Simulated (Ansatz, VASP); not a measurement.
## AlGa3As4: VASP beside Ansatz

```
Al Ga As
1.0
     4.07350    0.00000    0.00000
     0.00000    4.07350    0.00000
     0.00000    0.00000   11.35101
Al Ga As
1 3 4
Direct
  0.00000 0.00000 0.00000
  0.50000 0.50000 0.24966
  0.00000 0.00000 0.50000
  0.50000 0.50000 0.75034
  0.50000 0.00000 0.12387
  0.00000 0.50000 0.37489
  0.50000 0.00000 0.62511
  0.00000 0.50000 0.87613
```

Alike in both runs: functional PBE; k mesh 4 × 4 × 2; occupations gaussian, width 0.1 eV; no spin polarisation.

Ansatz relaxed the structure, and its values are those at the end. VASP's run is a single point on that final structure, the one shown.

|  | VASP | Ansatz |
| --- | --- | --- |
| version | VASP 6.6.1 | Ansatz 0.2.0 |
| potentials or method | VASP PAW PBE potentials, release 64 (Al, Ga_d, As), cutoff 520 eV | scalar-relativistic, plane waves, PAW |
| valence electrons in the cell | 62 | 102 |

```csv
,VASP,Ansatz,Ansatz less VASP
gap on the k mesh at the Fermi level (eV),0.53,0.52,-0.003
least direct gap on the mesh (eV),0.53,0.52,-0.003
pressure (GPa),0.5,0.3,-0.17
```

VASP's potentials hold 62 valence electrons a cell and Ansatz's 102, so a difference there can come from the potentials and not from the codes.
